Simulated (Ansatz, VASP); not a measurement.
Bi in VASP and in Ansatz

```
Bi
1.0
    -1.98143    1.98143    1.98143
     1.98143   -1.98143    1.98143
     1.98143    1.98143   -1.98143
Bi
1
Cartesian
  0.0000 0.0000 0.0000
```

Alike in both runs: task single point; functional BHLYP; k mesh 5 × 5 × 5; occupations fermi-dirac, width 0.05 eV; no spin polarisation.

|  | VASP | Ansatz |
| --- | --- | --- |
| version | VASP 6.6.1 | Ansatz 0.2.0 |
| potentials or method | VASP PAW PBE potentials, release 64 (Bi_d) | Ansatz PAW |
| plane-wave cutoff (eV) | 520 | 420 |
| valence electrons in the cell | 15 | 15 |

VASP gave:

| Item | Value |
| --- | --- |
| gap on the k mesh at the Fermi level (eV) | none |
| pressure (GPa) | 1.3 |

**Question.** What did Ansatz give for the same quantities?

**Answer.** gap on the k mesh at the Fermi level (eV): none; pressure (GPa): -0.2.

VASP's potentials were made for PBE, not for BHLYP. A gap of «none» marks a metal or a gap that the smearing closes. With one functional, cell and mesh, what is left measures potentials, basis and numerics.

The k mesh is coarse, so the values compare programs but aren't converged. Neither program's run includes spin-orbit coupling.
